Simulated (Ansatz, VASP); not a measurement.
**Two plane-wave programs on Cd3O2**

```
Cd O
1.0
     3.34246    0.00000    0.00000
    -1.67123    2.89466    0.00000
     0.00000    0.00000    8.51895
Cd O
3 2
Direct
  0.00000 0.00000 0.34166
  0.00000 0.00000 0.65834
  0.00000 0.00000 0.00000
  0.33333 0.66667 0.83115
  0.66667 0.33333 0.16885
```

Alike in both runs: functional PBE; k mesh 5 × 5 × 2; occupations gaussian, width 0.2 eV; no spin polarisation.

Ansatz relaxed the structure, and its values are those at the end. VASP's run is a single point on that final structure, the one shown.

|  | VASP | Ansatz |
| --- | --- | --- |
| version | VASP 6.6.1 | Ansatz 0.2.0 |
| potentials or method | VASP PAW PBE potentials, release 64 (Cd, O), cutoff 600 eV | scalar-relativistic, plane waves, PAW |
| valence electrons in the cell | 48 | 72 |

```csv
,VASP,Ansatz,Ansatz less VASP
gap on the k mesh at the Fermi level (eV),none,none,-
pressure (GPa),0.3,-0.3,-0.63
rms of the force components (eV/Å),0.026,0.012,-0.0140
```

A gap of «none» marks a metal or a gap that the smearing closes. VASP's potentials hold 48 valence electrons a cell and Ansatz's 72, so a difference there can come from the potentials and not from the codes.

The k mesh is coarse, so the values compare programs but aren't converged.
